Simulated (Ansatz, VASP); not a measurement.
Two plane-wave programs on AlPt

```
Al Pt
1.0
     3.09155    0.00000    0.00000
     0.00000    3.09155    0.00000
     0.00000    0.00000    3.09155
Al Pt
1 1
Cartesian
  0.5000 0.0000 0.0000
  1.5458 1.5458 1.5458
```

Change from the starting cell: all Al atoms moved -0.500 Å, as atom 1 towards its neighbour atom 1 (Al) at 3.092 Å.

Alike in both runs: task single point; functional PBEsol; k mesh 16 × 16 × 16; occupations gaussian, width 0.15 eV; no spin polarisation.

```csv
,VASP,Ansatz
version,VASP 6.6.1,Ansatz 0.2.0
potentials or method,"VASP PAW PBE potentials, release 64 (Al, Pt), cutoff 520 eV","scalar-relativistic, plane waves, PAW"
valence electrons in the cell,13,21
```

```tsv
	VASP	Ansatz	Ansatz less VASP
gap on the k mesh at the Fermi level (eV)	none	none	-
pressure (GPa)	8.7	8.7	-0.06
traceless stress, the component that is largest in VASP (GPa)	-7.22	-7.13	+0.088
rms of the force components (eV/Å)	1.194	1.182	-0.0124
```

VASP's potentials were made for PBE, not for PBEsol. Atom by atom the forces differ by 0.012 eV/Å (rms over components). A gap of «none» marks a metal or a gap that the smearing closes. VASP's potentials hold 13 valence electrons a cell and Ansatz's 21, so a difference there can come from the potentials and not from the codes.

Spin-orbit coupling is off throughout.
